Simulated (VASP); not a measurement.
Wanted: the native input for a VASP 6.6.1 run.

```yaml
Task: relaxation of cell and atoms
Functional: PBE
Potentials_or_basis: VASP PAW PBE potentials, release 64 (Ba_sv, Hf_pv)
Cutoff: 600 eV
k_mesh: 18 × 18 × 10
Occupations: gaussian, width 0.1 eV
Spin: no spin polarisation
Dipole_correction: no
Further_INCAR_settings: ALGO = Fast; EDIFF = 1e-07; IBRION = 2; EDIFFG = -0.01; NSW = 100; ISIF = 3
```

The structure of BaHf lies in POSCAR:

```
BaHf
1.0
    3.4106636777      0.0000000000      0.0000000000
   -1.7053318389      2.9537213887      0.0000000000
    0.0000000000      0.0000000000      6.1675400936
Ba Hf
1 1
Direct
    0.0000000000      0.0000000000      0.0000000000
    0.6666666667      0.3333333333      0.5000000000
```

These files were run (other wordings do the same):

INCAR

```
ALGO = Fast
EDIFF = 1E-7
EDIFFG = -0.01
ENCUT = 600
GGA = PE
IBRION = 2
ISIF = 3
ISMEAR = 0
LASPH = T
LCHARG = F
LREAL = F
LWAVE = F
NELM = 80
NSW = 100
PREC = Accurate
SIGMA = 0.1
```

KPOINTS

```
k-points
0
Gamma
  18 18 10
```

Potentials or basis: VASP PAW PBE potentials, release 64 (Ba_sv, Hf_pv).

Command:

```bash
$ cat potpaw_PBE.64/Ba_sv/POTCAR potpaw_PBE.64/Hf_pv/POTCAR > POTCAR
$ mpirun -np 1 vasp_std > vasp.out
```

Results of the run:

- Relaxed volume: 31.91 Å³/atom
- Relaxed cell: a = 3.461 Å, b = 3.461 Å, c = 6.151 Å, α = 90.00°, β = 90.00°, γ = 120.00°
- Space group after relaxing (to 0.1 Å): P-6m2 (No. 187)
- Energy gained by relaxing: 3.4 meV/atom
- Ionic steps: 5
- Pressure after relaxing: 0.0 GPa
- Band gap on the k mesh: zero (bands 10 and 11 overlap by 1.35 eV)

Caveat: spin-orbit coupling is left out, which moves the levels of the heavy elements.

Run time: 13 min on 1 thread of Oxide Virtual Turin-like Processor, with other jobs on the host, peak memory 0.4 GiB.
